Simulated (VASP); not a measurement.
# Al (Pmma) in VASP: notebook

Runs on Al. Level: PBE. Tasks: relaxation of cell and atoms, single point.

Everything below comes from runs of VASP 6.6.1. Logs are shortened: lines on timing, memory, paths and dates and some standing lists are left out, and cuts for length are marked.

### 1 The cell of the first run

Symmetry: Pmma, No. 51, orthorhombic system. Conventional cell: a = 5.326 Å, b = 6.758 Å, c = 4.886 Å, α = 90.00°, β = 90.00°, γ = 90.00°. Al (site symmetry m) has 5 Al at 2.29 to 2.47 Å within 3.0 Å. Al (site symmetry 2) has 5 Al at 2.47 to 2.66 Å within 3.3 Å.

### 2 Relaxation of cell and atoms, PBE

Input file INCAR:

```
SYSTEM = Al
  PREC = Accurate
  ENCUT = 600
  EDIFF = 1E-6
  ISMEAR = 0
  SIGMA = 0.1
  LREAL = .FALSE.
  LASPH = .TRUE.
  NELM = 60
  ALGO = Fast
  ISIF = 3
  LWAVE = .FALSE.
  LCHARG = .FALSE.
  GGA = PE
  IBRION = 2
  NSW = 90
  EDIFFG = -0.04
```

Input file KPOINTS:

```
regular mesh
0
G
  4 4 4
  0 0 0
```

Input file POSCAR:

```
Al
1.0
    5.3260922400      0.0000000000      0.0000000000
    0.0000000000      6.7580050900      0.0000000000
    0.0000000000      0.0000000000      4.8855304600
Al
8
Direct
    0.4649563700      0.0000000000      0.7499664400
    0.0350436300      0.0000000000      0.7499664400
    0.5350436300      0.0000000000      0.2500335600
    0.9649563700      0.0000000000      0.2500335600
    0.0000000000      0.3171946500      0.0000000000
    0.5000000000      0.6828053500      0.0000000000
    0.0000000000      0.6828053500      0.0000000000
    0.5000000000      0.3171946500      0.0000000000
```

Potentials or basis: VASP PAW PBE potentials, release 64 (Al).

Launch:

```
$ cat potpaw_PBE.64/Al/POTCAR > POTCAR
$ mpirun -np 1 vasp_std > vasp.out
```

OUTCAR:

```text
SYSTEM = Al
   PREC = Accurate
   ENCUT = 600
   EDIFF = 1E-6
   ISMEAR = 0
   LREAL = .FALSE.
   LASPH = .TRUE.
   NELM = 60
   ISIF = 3
   GGA = PE
   IBRION = 2
   NSW = 90
   EDIFFG = -0.04

 ion  position               nearest neighbor table
   1  0.465  0.000  0.750-   2 2.29   3 2.47   3 2.47   6 2.47   8 2.47   2 3.04
   2  0.035  0.000  0.750-   1 2.29   4 2.47   4 2.47   5 2.47   7 2.47   1 3.04
   3  0.535  0.000  0.250-   4 2.29   1 2.47   1 2.47   8 2.47   6 2.47   4 3.04
   4  0.965  0.000  0.250-   3 2.29   2 2.47   2 2.47   7 2.47   5 2.47   3 3.04
   5  0.000  0.317  0.000-   7 2.47   4 2.47   2 2.47   8 2.66   8 2.66
   6  0.500  0.683  0.000-   8 2.47   3 2.47   1 2.47   7 2.66   7 2.66
   7  0.000  0.683  0.000-   5 2.47   4 2.47   2 2.47   6 2.66   6 2.66
   8  0.500  0.317  0.000-   6 2.47   3 2.47   1 2.47   5 2.66   5 2.66

  LATTYP: Found a simple orthorhombic cell.
 ALAT       =     4.8855304600
 B/A-ratio  =     1.0901768567
 C/A-ratio  =     1.3832694618

  Lattice vectors:

 A1 = (   0.0000000000,   0.0000000000,   4.8855304600)
 A2 = (   5.3260922400,   0.0000000000,   0.0000000000)
 A3 = (   0.0000000000,   6.7580050900,   0.0000000000)

Analysis of symmetry for initial positions (statically):
=====================================================================
 Subroutine PRICEL returns:
 Original cell was already a primitive cell.

 Routine SETGRP: Setting up the symmetry group for a
 simple orthorhombic supercell.

 Subroutine GETGRP returns: Found  8 space group operations
 (whereof  4 operations were pure point group operations)
 out of a pool of  8 trial point group operations.

The static configuration has the point symmetry C_2h.
 The point group associated with its full space group is D_2h.

Analysis of symmetry for dynamics (positions and initial velocities):
=====================================================================
 Subroutine PRICEL returns:
 Original cell was already a primitive cell.

 Routine SETGRP: Setting up the symmetry group for a
 simple orthorhombic supercell.

 Subroutine GETGRP returns: Found  8 space group operations
 (whereof  4 operations were pure point group operations)
 out of a pool of  8 trial point group operations.

The dynamic configuration has the point symmetry C_2h.
 The point group associated with its full space group is D_2h.

 Subroutine INISYM returns: Found  8 space group operations
 (whereof  4 operations are pure point group operations),
 and found     1 'primitive' translations

----------------------------------------------------------------------------------------

                                     Primitive cell

  volume of cell :     175.8486

  direct lattice vectors                    reciprocal lattice vectors
     5.326092240  0.000000000  0.000000000     0.187754916  0.000000000  0.000000000
     0.000000000  6.758005090  0.000000000     0.000000000  0.147972662  0.000000000
     0.000000000  0.000000000  4.885530460     0.000000000  0.000000000  0.204686064

  length of vectors
     5.326092240  6.758005090  4.885530460     0.187754916  0.147972662  0.204686064

  position of ions in fractional coordinates (direct lattice)
     0.464956370  0.000000000  0.749966440
     0.035043630  0.000000000  0.749966440
     0.535043630  0.000000000  0.250033560
     0.964956370  0.000000000  0.250033560
     0.000000000  0.317194650  0.000000000
     0.500000000  0.682805350  0.000000000
     0.000000000  0.682805350  0.000000000
     0.500000000  0.317194650  0.000000000

  ion indices of the primitive-cell ions
   primitive index   ion index
                 1           1
                 2           2
                 3           3
                 4           4
                 5           5
                 6           6
                 7           7
                 8           8

----------------------------------------------------------------------------------------

 KPOINTS: regular mesh

Automatic generation of k-mesh.
 Grid dimensions read from file:
 generate k-points for:    4    4    4

 Generating k-lattice:

  Cartesian coordinates                     Fractional coordinates (reciprocal lattice)
     0.046938729  0.000000000  0.000000000     0.250000000  0.000000000  0.000000000
     0.000000000  0.036993165  0.000000000     0.000000000  0.250000000  0.000000000
     0.000000000  0.000000000  0.051171516     0.000000000  0.000000000  0.250000000

  Length of vectors
     0.046938729  0.036993165  0.051171516

  Shift w.r.t. Gamma in fractional coordinates (k-lattice)
     0.000000000  0.000000000  0.000000000

 Subroutine IBZKPT returns following result:
 ===========================================

 Found     27 irreducible k-points:

 Following reciprocal coordinates:
            Coordinates               Weight
  0.000000  0.000000  0.000000      1.000000
  0.250000  0.000000  0.000000      2.000000
  0.500000  0.000000  0.000000      1.000000
  0.000000  0.250000  0.000000      2.000000
  0.250000  0.250000  0.000000      4.000000
  0.500000  0.250000  0.000000      2.000000
[... 16 lines left out ...]
  0.250000  0.250000  0.500000      4.000000
  0.500000  0.250000  0.500000      2.000000
 [... further k-points ...]
   k-points           NKPTS =     27   k-points in BZ     NKDIM =     27   number of bands    NBANDS=     17
   number of dos      NEDOS =    301   number of ions     NIONS =      8
   total plane-waves  NPLWV = 103680
   dimension x,y,z NGX =    48 NGY =   54 NGZ =   40
   dimension x,y,z NGXF=    96 NGYF=  108 NGZF=   80
   ions per type =               8
   NGX,Y,Z   is equivalent  to a cutoff of  14.98, 13.28, 13.61 a.u.
   NGXF,Y,Z  is equivalent  to a cutoff of  29.96, 26.57, 27.22 a.u.
 SYSTEM =  Al
   PREC   = accura    normal or accurate (medium, high low for compatibility)
   ISTART =      0    job   : 0-new  1-cont  2-samecut
   ICHARG =      2    charge: 1-file 2-atom 10-const
   ISPIN  =      1    spin polarized calculation?
   LNONCOLLINEAR =      F non collinear calculations
   LSORBIT =      F    spin-orbit coupling
   LASPH  =      T    aspherical Exc in radial PAW
   ENCUT  =  600.0 eV  44.10 Ry    6.64 a.u.  10.64 13.50  9.76*2*pi/ulx,y,z
   NELM   =     60;   NELMIN=  2; NELMDL= -5     # of ELM steps
   EDIFF  = 0.1E-05   stopping-criterion for ELM
   LREAL  =      F    real-space projection
   EDIFFG = -.4E-01   stopping-criterion for IOM
   NSW    =     90    number of steps for IOM
   IBRION =      2    ionic relax: 0-MD 1-quasi-New 2-CG
   NFREE  =      1    steps in history (QN), initial steepest desc. (CG)
   ISIF   =      3    stress and relaxation
   ISYM   =      2    0-nonsym 1-usesym 2-fastsym
   POTIM  = 0.5000    time-step for ionic-motion
   TEBEG  =    0.0;   TEEND  =   0.0 temperature during run
   PSTRESS=    0.0 pullay stress
   NELECT =      24.0000    total number of electrons
   NUPDOWN=      -1.0000    fix difference up-down
   EMIN   =  10.00;   EMAX   =-10.00  energy-range for DOS
   EFERMI =   0.00;   METHOD = LEGACY
   ISMEAR =     0;   SIGMA  =   0.10  broadening in eV -4-tet -1-fermi 0-gaus
   EFERMI_NEDOS =   21; number of points for ismear=-14 and -15
   IALGO  =     68    algorithm
   IMIX   =      4    mixing-type and parameters
     AMIX     =   0.40;   BMIX     =  1.00
     AMIX_MAG =   1.60;   BMIX_MAG =  1.00
  volume/ion in A,a.u.               =      21.98       148.34
  Fermi-wavevector in a.u.,A,eV,Ry     =   0.842880  1.592812  9.666208  0.710446
  Thomas-Fermi vector in A             =   1.957657
   LORBIT       =      0    0 simple, 1 ext, 2 COOP (PROOUT), +10 PAW based schemes
   GGA     = PE    functional components
   LHFCALC =     F    Hartree Fock is set to
   AEXX    =    0.0000 exact exchange contribution
   IVDW    =     0    specifies the selected vdW correction
   LEPSILON=     F    determine dielectric tensor
   LRPA    =     F    only Hartree local field effects (RPA)
 conjugate gradient relaxation of ions
 non-spin polarized calculation
 RMM-DIIS sequential band-by-band and
 Gauss-broadening in eV      SIGMA  =   0.10
  energy-cutoff  :      600.00
  volume of cell :      175.85
 maximum number of plane-waves:      5906
 NGX is ok and might be reduce to    48
   NGX = 21   NGY = 27   NGZ = 19

--------------------------------------- Ionic step        1  -------------------------------------------

 number of electron      24.0000000 magnetization

 Free energy of the ion-electron system (eV)
  ---------------------------------------------------
  ext. energy  EPLUGINS =         0.00000000
  ---------------------------------------------------
  free energy    TOTEN  =       -23.12550683 eV

  energy without entropy =      -23.09679811  energy(sigma->0) =      -23.11115247

 E-fermi :   4.8263     XC(G=0):  -8.6920

 val. band max:        4.8096215909   @ k =   0.0000   0.2500   0.0000
 cond. band min:       4.8708929986   @ k =   0.0000   0.2500   0.2500
 fundamental gap:      0.0612714078
 Fermi energy:         4.8263331264

 k-point     1 :       0.0000    0.0000    0.0000
  band No.  band energies     occupation
      1      -5.4814      2.00000
      2      -1.7612      2.00000
      3      -1.6530      2.00000
      4      -0.8558      2.00000
      5      -0.2953      2.00000
      6       1.0081      2.00000
[... 9 lines left out ...]
     16       6.0952      0.00000
     17       6.5347      0.00000
[... 579 lines left out ...]
  FREE ENERGIE OF THE ION-ELECTRON SYSTEM (eV)
  ---------------------------------------------------
  free  energy   TOTEN  =       -25.1573672468 eV

  energy  without entropy=      -25.1276310022  energy(sigma->0) =      -25.14249912

[... ionic steps 4 to 8 ...]

--------------------------------------- Ionic step        9  -------------------------------------------

 number of electron      24.0000000 magnetization

------------------------ aborting loop because EDIFF is reached ----------------------------------------

  FORCE on cell =-STRESS in cart. coord.  units (eV):
  Direction    XX          YY          ZZ          XY          YZ          ZX
  --------------------------------------------------------------------------------------
  -------------------------------------------------------------------------------------
  Total       -0.0786854     -0.1685607      0.3855317      0.0000000      0.0000000     -0.0000000
  in kB       -0.5843877     -1.2518810      2.8633005      0.0000000      0.0000000     -0.0000000
  external PRESSURE =       0.3423439 kB  Pullay stress =       0.0000000 kB
[... 69 lines left out ...]
  energy  without entropy=      -25.5952085829  energy(sigma->0) =      -25.60547469

--------------------------------------- Ionic step       11  -------------------------------------------

 number of electron      24.0000000 magnetization

 Free energy of the ion-electron system (eV)
  ---------------------------------------------------
  ext. energy  EPLUGINS =         0.00000000
  ---------------------------------------------------
  free energy    TOTEN  =       -25.62023664 eV

  energy without entropy =      -25.59854728  energy(sigma->0) =      -25.60939196

 E-fermi :   3.3961     XC(G=0):  -7.9191

 val. band max:        3.3102899350   @ k =   0.2500   0.5000   0.2500
 cond. band min:       3.3994369998   @ k =   0.0000   0.2500   0.2500
 fundamental gap:      0.0891470648
 Fermi energy:         3.3960577409

 k-point     1 :       0.0000    0.0000    0.0000
  band No.  band energies     occupation
      1      -5.7756      2.00000
      2      -2.6943      2.00000
      3      -2.5020      2.00000
      4      -1.4258      2.00000
      5      -1.1462      2.00000
      6      -0.4322      2.00000
[... 9 lines left out ...]
     16       3.8555      0.00000
     17       4.4527      0.00000
[... 495 lines left out ...]
  FREE ENERGIE OF THE ION-ELECTRON SYSTEM (eV)
  ---------------------------------------------------
  free  energy   TOTEN  =       -25.6202366401 eV

  energy  without entropy=      -25.5985472821  energy(sigma->0) =      -25.60939196

 reached required accuracy - stopping structural energy minimisation
```

It took 11 min on 1 thread of Intel Xeon 6975P-C, shared host; peak memory 0.35 GiB.

Results:

| Item | Value |
| --- | --- |
| Free energy | -25.6202 eV |
| Relaxed volume | 27.01 Å³/atom |
| Relaxed cell | a = 5.461 Å, b = 6.956 Å, c = 5.687 Å, α = 90.00°, β = 90.00°, γ = 90.00° |
| Space group after relaxing (to 0.05 Å) | Pmmm (No. 47) |
| Energy gained by relaxing | 311.8 meV/atom |
| Ionic steps | 11 |
| Pressure after relaxing | 0.0 GPa |
| Largest force after relaxing | 0.024 eV/Å |
| Band gap on the k mesh | zero (band 12 reaches 4.10 eV, above the bottom of band 13 at 2.37 eV) |

Forces on the atoms (eV/Å):
```
Al  -0.021  0.000  0.010
Al   0.021  0.000  0.010
Al   0.021  0.000 -0.010
Al  -0.021  0.000 -0.010
Al   0.000 -0.024  0.000
Al   0.000  0.024  0.000
Al   0.000  0.024  0.000
Al   0.000 -0.024  0.000
```

Step by step:
| step | energy change (eV) | largest force (eV/Å) | pressure (GPa) | volume (Å³) |
| --- | --- | --- | --- | --- |
| 1 | 0.0000 | 2.8146 | 13.77 | 175.85 |
| 2 | -1.9361 | 0.7041 | -2.34 | 228.42 |
| 3 | -2.0319 | 0.6977 | -0.40 | 216.31 |
| 4 | -2.2764 | 0.4572 | -0.44 | 216.88 |
| 5 | -2.4225 | 0.3634 | -0.11 | 217.33 |
| 6 | -2.4233 | 0.3676 | -0.06 | 217.35 |
| 7 | -2.4547 | 0.2596 | -0.09 | 217.07 |
| 8 | -2.4733 | 0.2565 | -0.08 | 216.57 |
| 9 | -2.4898 | 0.1223 | 0.03 | 215.73 |
| 10 | -2.4902 | 0.1110 | 0.06 | 215.58 |
| 11 | -2.4947 | 0.0240 | -0.01 | 216.07 |

Final structure:
```
Al
1.0
     5.46131    0.00000    0.00000
     0.00000    6.95612    0.00000
     0.00000    0.00000    5.68749
Al
8
Direct
  0.50043 0.00000 0.73426
  0.99957 0.00000 0.73426
  0.49957 0.00000 0.26574
  0.00043 0.00000 0.26574
  0.00000 0.31207 0.00000
  0.50000 0.68793 0.00000
  0.00000 0.68793 0.00000
  0.50000 0.31207 0.00000
```

Levels at points of the mesh, in eV from the Fermi level:
| k point | band 10 | band 11 | band 12 | band 13 | band 14 | band 15 |
| --- | --- | --- | --- | --- | --- | --- |
| (0.00, 0.00, 0.00) | -1.12 | -1.01 | -0.87 | -0.10 | 0.06 | 0.15 |
| (0.50, 0.00, 0.00) | -2.51 | 0.10 | 0.10 | 1.48 | 1.48 | 1.55 |
| (0.00, 0.50, 0.00) | -1.81 | -1.33 | -0.32 | 0.10 | 0.33 | 0.61 |
| (0.50, 0.50, 0.00) | -1.49 | -0.68 | -0.68 | -0.23 | -0.23 | 1.74 |
| (0.00, 0.00, 0.50) | -1.33 | -1.26 | -1.06 | -0.76 | -0.37 | 1.42 |
| (0.50, 0.00, 0.50) | -1.10 | 0.08 | 0.08 | 1.64 | 1.64 | 2.24 |
| (0.00, 0.50, 0.50) | -2.32 | -2.00 | -1.70 | 0.14 | 0.88 | 1.02 |
| (0.50, 0.50, 0.50) | -1.23 | -0.54 | -0.54 | 1.22 | 1.22 | 1.80 |

Caveat: the volume moved by over 15 % at a fixed basis, so the end points are rough.

### 3 Single point, PBE

Input file INCAR:

```
PREC     = Accurate       # precision mode
ENCUT    = 520            # plane-wave cutoff, eV
EDIFF    = 1E-7           # SCF threshold, eV
ISMEAR   = 0              # smearing method
SIGMA    = 0.1            # smearing width, eV
LREAL    = F              # projectors in reciprocal space
LASPH    = T              # aspherical terms in the spheres
NELM     = 100            # most SCF steps
ALGO     = Normal         # electronic algorithm
ISIF     = 2              # what is computed and relaxed
LWAVE    = F              # write WAVECAR
LCHARG   = F              # write CHGCAR
GGA      = PE             # functional
NBANDS   = 22             # bands
```

Input file KPOINTS:

```
regular mesh
0
Gamma
  4 4 4
```

POSCAR is that of step 2.

Potentials or basis: VASP PAW PBE potentials, release 64 (Al).

Launch:

```
$ cat potpaw_PBE.64/Al/POTCAR > POTCAR
$ mpirun -np 1 vasp_std > vasp.out
```

It took 85 s on 1 thread of Intel Xeon Platinum 8488C (Sapphire Rapids), shared host; peak memory 0.27 GiB.

The run converged. Its results:

```yaml
Free_energy: -23.1247 eV
Pressure: 13.8 GPa
Largest_force: 2.815 eV/Å
Band_gap_on_the_k_mesh: zero (band 12 reaches 5.69 eV, above the bottom of band 13 at 3.83 eV)
```

Forces on the atoms (eV/Å):
```
Al   2.486  0.000 -1.321
Al  -2.486  0.000 -1.321
Al  -2.486  0.000  1.321
Al   2.486  0.000  1.321
Al   0.000  0.836  0.000
Al   0.000 -0.836  0.000
Al   0.000 -0.836  0.000
Al   0.000  0.836  0.000
```

Stress tensor (GPa, compression positive):
```
11.73  0.00  0.00
 0.00 14.43  0.00
 0.00  0.00 15.15
```

Levels at points of the mesh, in eV from the Fermi level:
| k point | band 9 | band 10 | band 11 | band 12 | band 13 | band 14 | band 15 | band 16 |
| --- | --- | --- | --- | --- | --- | --- | --- | --- |
| (0.00, 0.00, 0.00) | -1.71 | -1.47 | -1.34 | -0.28 | -0.04 | 0.84 | 1.10 | 1.27 |
| (0.50, 0.00, 0.00) | -2.40 | -2.40 | 0.69 | 0.69 | 0.80 | 0.80 | 2.24 | 2.24 |
| (0.00, 0.50, 0.00) | -2.93 | -1.84 | -1.40 | -0.06 | 0.40 | 0.91 | 0.92 | 1.46 |
| (0.50, 0.50, 0.00) | -2.14 | -2.14 | -0.65 | -0.65 | -0.21 | -0.21 | 1.05 | 1.05 |
| (0.00, 0.00, 0.50) | -2.26 | -1.66 | -1.43 | -1.27 | -0.96 | -0.78 | 1.40 | 2.64 |
| (0.50, 0.00, 0.50) | -1.35 | -1.35 | -0.05 | -0.05 | 1.12 | 1.12 | 2.97 | 2.97 |
| (0.00, 0.50, 0.50) | -2.65 | -2.58 | -2.33 | -1.58 | 0.65 | 0.74 | 1.02 | 1.72 |
| (0.50, 0.50, 0.50) | -1.70 | -1.70 | -0.48 | -0.48 | 1.26 | 1.26 | 2.15 | 2.15 |

Caveat: forces of over 1 eV/Å act on the atoms, so gaps and moduli don't describe the material at rest.
